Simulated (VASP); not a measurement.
# SrLi2SnS4 (I-42m) in VASP: single point with PBE

Aim: the single point of SrLi2SnS4 with PBE.

Program: VASP 6.6.1. These are calculated values, not measurements. Logs are shortened: lines on timing, memory, paths and dates and some standing lists are left out, and cuts for length are marked.

### Step 1. The cell of the first run

Symmetry: I-42m, No. 121, tetragonal system. The conventional cell has a = 6.659 Å, b = 6.659 Å, c = 7.918 Å, α = 90.00°, β = 90.00°, γ = 90.00°. Within 3.2 Å of Li (site symmetry -4) lie 4 S at 2.46 Å. Sr (site symmetry -42m) has 8 S at 3.07 to 3.25 Å and 8 Li at 3.87 Å and 2 Sn at 3.96 Å within 4.0 Å. Within 3.2 Å of Sn (site symmetry -42m) lie 4 S at 2.41 Å. S (site symmetry m) has 1 Sn at 2.41 Å and 2 Li at 2.46 Å and 2 Sr at 3.07 to 3.25 Å within 3.3 Å.

### Step 2. Single point, PBE

File INCAR:

```
SYSTEM = SrLi2SnS4
PREC = Accurate
ENCUT = 520
EDIFF = 1E-6
ISMEAR = -1
SIGMA = 0.02
LREAL = .FALSE.
LASPH = .TRUE.
NELM = 80
ALGO = Normal
ISIF = 2
LWAVE = .FALSE.
LCHARG = .TRUE.
GGA = PE
LELF = .TRUE.
LVHAR = .TRUE.
NBANDS = 37
```

File KPOINTS:

```
Automatic mesh
0
G
  6 6 6
  0 0 0
```

File POSCAR:

```
SrLi2SnS4
1.0
   -3.3295000000      3.3295000000      3.9590000000
    3.3295000000     -3.3295000000      3.9590000000
    3.3295000000      3.3295000000     -3.9590000000
Li Sr Sn S
2 1 1 4
Direct
    0.2500000000      0.7500000000      0.5000000000
    0.7500000000      0.2500000000      0.5000000000
    0.5000000000      0.5000000000      0.0000000000
    0.0000000000      0.0000000000      0.0000000000
    0.0348985534      0.0348985534      0.4187765165
    0.9651014466      0.3838779632      0.0000000000
    0.6161220368      0.6161220368      0.5812234835
    0.3838779632      0.9651014466      0.0000000000
```

Potentials or basis: VASP PAW PBE potentials, release 64 (Li_sv, Sr_sv, Sn_d, S).

Launch:

```console
$ cat potpaw_PBE.64/Li_sv/POTCAR potpaw_PBE.64/Sr_sv/POTCAR potpaw_PBE.64/Sn_d/POTCAR potpaw_PBE.64/S/POTCAR > POTCAR
$ mpirun -np 1 vasp_std > vasp.out
```

OUTCAR:

```text
SYSTEM = SrLi2SnS4
   PREC = Accurate
   ENCUT = 520
   EDIFF = 1E-6
   ISMEAR = -1
   LREAL = .FALSE.
   LASPH = .TRUE.
   NELM = 80
   ISIF = 2
   GGA = PE

 ion  position               nearest neighbor table
   1  0.250  0.750  0.500-   7 2.46   6 2.46   8 2.46   5 2.46
   2  0.750  0.250  0.500-   7 2.46   8 2.46   6 2.46   5 2.46
   3  0.500  0.500  0.000-   6 3.07   8 3.07   5 3.07   7 3.07   7 3.25   8 3.25   6 3.25   5 3.25
                             4 3.96   4 3.96
   4  0.000  0.000  0.000-   5 2.41   7 2.41   6 2.41   8 2.41   3 3.96   3 3.96
   5  0.035  0.035  0.419-   4 2.41   2 2.46   1 2.46   3 3.07   3 3.25
   6  0.965  0.384  0.000-   4 2.41   1 2.46   2 2.46   3 3.07   3 3.25
   7  0.616  0.616  0.581-   4 2.41   2 2.46   1 2.46   3 3.07   3 3.25
   8  0.384  0.965  0.000-   4 2.41   2 2.46   1 2.46   3 3.07   3 3.25

  LATTYP: Found a body centered tetragonal cell.
 ALAT       =     6.6590000000
 C/A-ratio  =     1.1890674275

  Lattice vectors:

 A1 = (  -3.3295000000,   3.3295000000,   3.9590000000)
 A2 = (   3.3295000000,  -3.3295000000,   3.9590000000)
 A3 = (   3.3295000000,   3.3295000000,  -3.9590000000)

Analysis of symmetry for initial positions (statically):
=====================================================================
 Subroutine PRICEL returns:
 Original cell was already a primitive cell.

 Routine SETGRP: Setting up the symmetry group for a
 body centered tetragonal supercell.

 Subroutine GETGRP returns: Found  8 space group operations
 (whereof  8 operations were pure point group operations)
 out of a pool of 16 trial point group operations.

The static configuration has the point symmetry D_2d.

Analysis of symmetry for dynamics (positions and initial velocities):
=====================================================================
 Subroutine PRICEL returns:
 Original cell was already a primitive cell.

 Routine SETGRP: Setting up the symmetry group for a
 body centered tetragonal supercell.

 Subroutine GETGRP returns: Found  8 space group operations
 (whereof  8 operations were pure point group operations)
 out of a pool of 16 trial point group operations.

The dynamic configuration has the point symmetry D_2d.

 Subroutine INISYM returns: Found  8 space group operations
 (whereof  8 operations are pure point group operations),
 and found     1 'primitive' translations

----------------------------------------------------------------------------------------

                                     Primitive cell

  volume of cell :     175.5511

  direct lattice vectors                    reciprocal lattice vectors
    -3.329500000  3.329500000  3.959000000     0.000000000  0.150172699  0.126294519
     3.329500000 -3.329500000  3.959000000     0.150172699  0.000000000  0.126294519
     3.329500000  3.329500000 -3.959000000     0.150172699  0.150172699  0.000000000

  length of vectors
     6.151814488  6.151814488  6.151814488     0.196219634  0.196219634  0.212376267

  position of ions in fractional coordinates (direct lattice)
     0.250000000  0.750000000  0.500000000
     0.750000000  0.250000000  0.500000000
     0.500000000  0.500000000  0.000000000
     0.000000000  0.000000000  0.000000000
     0.034898553  0.034898553  0.418776517
     0.965101447  0.383877963  0.000000000
     0.616122037  0.616122037  0.581223483
     0.383877963  0.965101447  0.000000000

  ion indices of the primitive-cell ions
   primitive index   ion index
                 1           1
                 2           2
                 3           3
                 4           4
                 5           5
                 6           6
                 7           7
                 8           8

----------------------------------------------------------------------------------------

 KPOINTS: Automatic mesh

Automatic generation of k-mesh.
 Grid dimensions read from file:
 generate k-points for:    6    6    6

 Generating k-lattice:

  Cartesian coordinates                     Fractional coordinates (reciprocal lattice)
     0.000000000  0.025028783  0.021049086     0.166666667  0.000000000  0.000000000
     0.025028783  0.000000000  0.021049086     0.000000000  0.166666667  0.000000000
     0.025028783  0.025028783  0.000000000     0.000000000  0.000000000  0.166666667

  Length of vectors
     0.032703272  0.032703272  0.035396045

  Shift w.r.t. Gamma in fractional coordinates (k-lattice)
     0.000000000  0.000000000  0.000000000

 Subroutine IBZKPT returns following result:
 ===========================================

 Found     30 irreducible k-points:

 Following reciprocal coordinates:
            Coordinates               Weight
  0.000000  0.000000  0.000000      1.000000
  0.166667  0.000000 -0.000000      8.000000
  0.333333  0.000000 -0.000000      8.000000
  0.500000  0.000000  0.000000      4.000000
  0.166667  0.166667 -0.000000      8.000000
  0.333333  0.166667 -0.000000     16.000000
[... 16 lines left out ...]
 -0.333333 -0.333333  0.166667      8.000000
 -0.166667 -0.333333  0.166667      8.000000
 [... further k-points ...]
   k-points           NKPTS =     30   k-points in BZ     NKDIM =     30   number of bands    NBANDS=     37
   number of dos      NEDOS =    301   number of ions     NIONS =      8
   total plane-waves  NPLWV = 110592
   dimension x,y,z NGX =    48 NGY =   48 NGZ =   48
   dimension x,y,z NGXF=    96 NGYF=   96 NGZF=   96
   ions per type =               2   1   1   4
   NGX,Y,Z   is equivalent  to a cutoff of  12.97, 12.97, 12.97 a.u.
   NGXF,Y,Z  is equivalent  to a cutoff of  25.94, 25.94, 25.94 a.u.
 SYSTEM =  SrLi2SnS4
   PREC   = accura    normal or accurate (medium, high low for compatibility)
   ISTART =      0    job   : 0-new  1-cont  2-samecut
   ICHARG =      2    charge: 1-file 2-atom 10-const
   ISPIN  =      1    spin polarized calculation?
   LNONCOLLINEAR =      F non collinear calculations
   LSORBIT =      F    spin-orbit coupling
   LASPH  =      T    aspherical Exc in radial PAW
   ENCUT  =  520.0 eV  38.22 Ry    6.18 a.u.  11.44 11.44 11.44*2*pi/ulx,y,z
   NELM   =     80;   NELMIN=  2; NELMDL= -5     # of ELM steps
   EDIFF  = 0.1E-05   stopping-criterion for ELM
   LREAL  =      F    real-space projection
   EDIFFG = 0.1E-04   stopping-criterion for IOM
   NSW    =      0    number of steps for IOM
   IBRION =     -1    ionic relax: 0-MD 1-quasi-New 2-CG
   NFREE  =      0    steps in history (QN), initial steepest desc. (CG)
   ISIF   =      2    stress and relaxation
   ISYM   =      2    0-nonsym 1-usesym 2-fastsym
   POTIM  = 0.5000    time-step for ionic-motion
   TEBEG  =    0.0;   TEEND  =   0.0 temperature during run
   PSTRESS=    0.0 pullay stress
   NELECT =      54.0000    total number of electrons
   NUPDOWN=      -1.0000    fix difference up-down
   EMIN   =  10.00;   EMAX   =-10.00  energy-range for DOS
   EFERMI =   0.00;   METHOD = LEGACY
   ISMEAR =    -1;   SIGMA  =   0.02  broadening in eV -4-tet -1-fermi 0-gaus
   EFERMI_NEDOS =   21; number of points for ismear=-14 and -15
   IALGO  =     38    algorithm
   IMIX   =      4    mixing-type and parameters
     AMIX     =   0.40;   BMIX     =  1.00
     AMIX_MAG =   1.60;   BMIX_MAG =  1.00
  volume/ion in A,a.u.               =      21.94       148.08
  Fermi-wavevector in a.u.,A,eV,Ry     =   1.105108  2.088352 16.616315  1.221265
  Thomas-Fermi vector in A             =   2.241591
   LORBIT       =      0    0 simple, 1 ext, 2 COOP (PROOUT), +10 PAW based schemes
   GGA     = PE    functional components
   LHFCALC =     F    Hartree Fock is set to
   AEXX    =    0.0000 exact exchange contribution
   IVDW    =     0    specifies the selected vdW correction
   LEPSILON=     F    determine dielectric tensor
   LRPA    =     F    only Hartree local field effects (RPA)
 non-spin polarized calculation
  energy-cutoff  :      520.00
  volume of cell :      175.55
 maximum number of plane-waves:      4748
 NGX is ok and might be reduce to    48
   NGX = 23   NGY = 23   NGZ = 23

 number of electron      54.0000019 magnetization

 Free energy of the ion-electron system (eV)
  ---------------------------------------------------
  ext. energy  EPLUGINS =         0.00000000
  ---------------------------------------------------
  free energy    TOTEN  =       -35.65098145 eV

  energy without entropy =      -35.65098145  energy(sigma->0) =      -35.65098145

 E-fermi :   3.2899     XC(G=0):  -8.9161

 val. band max:        2.9182400025   @ k =   0.5000   0.5000   0.5000
 cond. band min:       5.3844910508   @ k =   0.5000   0.5000   0.5000
 fundamental gap:      2.4662510482
 Fermi energy:         3.2899479667

 k-point     1 :       0.0000    0.0000    0.0000
  band No.  band energies     occupation
      1     -41.6533      2.00000
      2     -41.6530      2.00000
      3     -31.1767      2.00000
      4     -18.0634      2.00000
      5     -18.0634      2.00000
      6     -18.0516      2.00000
[... 29 lines left out ...]
     36       9.5199      0.00000
     37       9.5202      0.00000

 k-point     2 :       0.1667    0.0000   -0.0000
  band No.  band energies     occupation
      1     -41.6533      2.00000
      2     -41.6530      2.00000
      3     -31.1766      2.00000
      4     -18.0632      2.00000
      5     -18.0632      2.00000
      6     -18.0515      2.00000
[... 29 lines left out ...]
     36       9.3369      0.00000
     37       9.4011      0.00000
[... 838 lines left out ...]
     36       9.1545      0.00000
     37       9.7286      0.00000

 k-point    24 :      -0.1667   -0.3333    0.1667
  band No.  band energies     occupation
      1     -41.6532      2.00000
      2     -41.6531      2.00000
      3     -31.1766      2.00000
      4     -18.0626      2.00000
      5     -18.0626      2.00000
      6     -18.0512      2.00000
[... 29 lines left out ...]
     36       9.2286      0.00000
     37       9.9922      0.00000

 [... further k-points ...]

------------------------ aborting loop because EDIFF is reached ----------------------------------------

  FORCE on cell =-STRESS in cart. coord.  units (eV):
  Direction    XX          YY          ZZ          XY          YZ          ZX
  --------------------------------------------------------------------------------------
  -------------------------------------------------------------------------------------
  Total        1.4637396      1.4637396      1.5216798      0.0000000      0.0000000     -0.0000000
  in kB       13.3589056     13.3589056     13.8877000      0.0000000      0.0000000     -0.0000000
  external PRESSURE =      13.5351704 kB  Pullay stress =       0.0000000 kB

 VOLUME and BASIS-vectors are now :
 -----------------------------------------------------------------------------
  energy-cutoff  :      520.00
  volume of cell :      175.55
      direct lattice vectors                 reciprocal lattice vectors
    -3.329500000  3.329500000  3.959000000     0.000000000  0.150172699  0.126294519
     3.329500000 -3.329500000  3.959000000     0.150172699  0.000000000  0.126294519
     3.329500000  3.329500000 -3.959000000     0.150172699  0.150172699  0.000000000

 POSITION                                       TOTAL-FORCE (eV/Angst)
 -----------------------------------------------------------------------------------
      3.32950     -0.00000      1.97950         0.000000     -0.000000     -0.000000
     -0.00000      3.32950      1.97950         0.000000     -0.000000     -0.000000
      0.00000      0.00000      3.95900         0.000000     -0.000000     -0.000000
      0.00000      0.00000      0.00000         0.000000     -0.000000     -0.000000
      1.39432      1.39432     -1.38161        -0.014214     -0.014214      0.010781
     -1.93518      1.93518      5.34061        -0.014214      0.014214     -0.010781
      1.93518      1.93518      2.57739         0.014214      0.014214      0.010781
      1.93518     -1.93518      5.34061         0.014214     -0.014214     -0.010781
 -----------------------------------------------------------------------------------
    total drift:                               -0.000002     -0.000002     -0.000002

  FREE ENERGIE OF THE ION-ELECTRON SYSTEM (eV)
  ---------------------------------------------------
  free  energy   TOTEN  =       -35.6509814459 eV

  energy  without entropy=      -35.6509814459  energy(sigma->0) =      -35.65098145
```

It took 4.3 min on 1 thread of Intel Xeon 6975P-C (Granite Rapids), shared host; peak memory 0.43 GiB.

What came out:

| Property | Result |
| --- | --- |
| Free energy | -35.6510 eV |
| Largest force | 0.023 eV/Å |
| Band gap on the k mesh | 2.47 eV |

Forces in eV/Å, atoms in the order of the input:
```
Li   0.000  0.000  0.000
Li   0.000  0.000  0.000
Sr   0.000  0.000  0.000
Sn   0.000  0.000  0.000
S   -0.014 -0.014  0.011
S   -0.014  0.014 -0.011
S    0.014  0.014  0.011
S    0.014 -0.014 -0.011
```

Levels at points of the mesh, in eV from the valence-band top:
```
           k point  band 25  band 26  band 27  band 28  band 29  band 30
(0.00, 0.00, 0.00)    -0.53    -0.39    -0.39     2.49     3.88     4.55
(0.50, 0.00, 0.00)    -0.89    -0.68    -0.53     2.78     3.76     4.77
(0.50, 0.50, 0.00)    -1.09    -1.09    -0.57     2.87     4.17     4.62
(0.50, 0.50, 0.50)    -0.51    -0.51     0.00     2.47     4.03     4.03
```

Caveat: the cutoff is under 1.25 times the usual one of these potentials, so pressure, stress and relaxed cells hold a basis-set (Pulay) error; spin-orbit coupling is left out, which moves the levels of the heavy elements. A k mesh can miss the band edges.
